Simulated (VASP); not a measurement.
## BP: single point with LDA

The system is BP.

```
CELL_PARAMETERS angstrom
2.24538 2.24538 0.00000
-2.24538 2.24538 0.00000
0.00000 2.24538 2.24538
ATOMIC_POSITIONS crystal
B 0.00000 0.00000 0.00000
P 0.75000 0.25000 0.50000
```

```json
{
  "Program": "VASP 6.6.1",
  "Task": "single point",
  "Functional": "LDA",
  "Potentials or basis": "VASP PAW LDA potentials, release 64 (B, P)",
  "Cutoff": "520 eV",
  "k mesh": "8 × 8 × 8",
  "Occupations": "gaussian, width 0.01 eV",
  "Spin": "no spin polarisation",
  "Dipole correction": "no",
  "Further INCAR settings": "ALGO = Normal; EDIFF = 1e-06; NBANDS = 11"
}
```

| Quantity | Value |
| --- | --- |
| Pressure | -0.1 GPa |
| Band gap on the k mesh | 1.18 eV, indirect (least direct gap 3.43 eV) |

Levels at points of the mesh, in eV from the valence-band top:
| k point | band 1 | band 2 | band 3 | band 4 | band 5 | band 6 | band 7 | band 8 |
| --- | --- | --- | --- | --- | --- | --- | --- | --- |
| (0.00, 0.00, 0.00) | -15.67 | 0.00 | 0.00 | 0.00 | 3.43 | 3.43 | 3.43 | 7.85 |
| (0.50, 0.00, 0.00) | -12.22 | -9.23 | -1.79 | -1.79 | 3.97 | 4.70 | 4.70 | 10.03 |
| (0.50, 0.50, 0.00) | -10.67 | -8.65 | -4.22 | -4.22 | 1.24 | 1.53 | 12.29 | 12.29 |

Wall time 4.2 s on 1 thread of AMD EPYC 7R13 Processor (Zen 3), with other jobs on the host, peak memory 0.09 GiB.

A k mesh can miss the band edges. As with any semilocal functional, this LDA gap is likely too small.
